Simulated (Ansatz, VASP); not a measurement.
# Cr in VASP and in Ansatz

Contents of POSCAR:

```
Cr
1.0
   -1.4149597590      1.4149597590      1.4149597590
    1.4149597590     -1.4149597590      1.4149597590
    1.4149597590      1.4149597590     -1.4149597590
Cr
1
Direct
    0.0000000000      0.0000000000      0.0000000000
```

File INCAR.step1:

```
SYSTEM = Cr
PREC = Accurate ; ENCUT = 550
ISMEAR = -1 ; SIGMA = 0.1
LREAL = .False. ; LASPH = .True.
NELM = 120 ; NBANDS = 12
GGA = PE ; ALGO = Normal
EDIFF = 1E-5 ; LWAVE = .True.
LCHARG = .False. ; GGA_COMPAT = .False.
```

Contents of INCAR.step2:

```
SYSTEM = Cr
PREC = Accurate ; ENCUT = 550
EDIFF = 1E-6 ; ISMEAR = -1
SIGMA = 0.1 ; LREAL = .False.
LASPH = .True. ; NELM = 120
ALGO = Normal ; ISIF = 2
LWAVE = .False. ; LCHARG = .False.
METAGGA = R2SCAN ; LMIXTAU = .True.
NBANDS = 12 ; ISTART = 1
GGA_COMPAT = .False.
```

KPOINTS

```
regular mesh
0
Gamma
  16 16 16
  0 0 0
```

Input for Ansatz:

```yaml
crystal:
  lattice:
    - [-1.414959759, 1.414959759, 1.414959759]
    - [1.414959759, -1.414959759, 1.414959759]
    - [1.414959759, 1.414959759, -1.414959759]
  atoms:
    - { symbol: Cr, position: [0.0, 0.0, 0.0] }
hamiltonian:
  xc: r2scan
  pseudopotentials:
    kind: paw
    azcp:
      Cr: "pseudopotentials/Cr.paw.azcp"
basis:
  ecutwfc: 500
  fft_grid_basis: typed
kpoints:
  mp_grid: { grid: [16, 16, 16], shift: [0, 0, 0] }
magnetization:
  spin_polarized: false
scf:
  occupations: { method: fermi_dirac, width: 0.1 }
  lower_state_search: "off"
output:
  stress: true
  write_density: true
  write_potential: true
  elf: true
  volumetric_format: npy
```

Alike in both runs: task single point; functional r2SCAN; k mesh 16 × 16 × 16; occupations fermi-dirac, width 0.1 eV; no spin polarisation.

|  | VASP | Ansatz |
| --- | --- | --- |
| version | VASP 6.6.1 | Ansatz 0.2.0 |
| potentials or method | VASP PAW PBE potentials, release 64 (Cr_pv), cutoff 550 eV | plane waves (500 eV) with PAW, scalar-relativistic |
| valence electrons in the cell | 12 | 14 |

|  | VASP | Ansatz | Ansatz less VASP |
| --- | --- | --- | --- |
| pressure (GPa) | 0.5 | -0.1 | -0.63 |

VASP's potentials were made for PBE, not for r2SCAN. The functional is the same, so the differences come from potentials, cutoffs and numerics. VASP's potentials hold 12 valence electrons a cell and Ansatz's 14, so a difference there can come from the potentials and not from the codes.
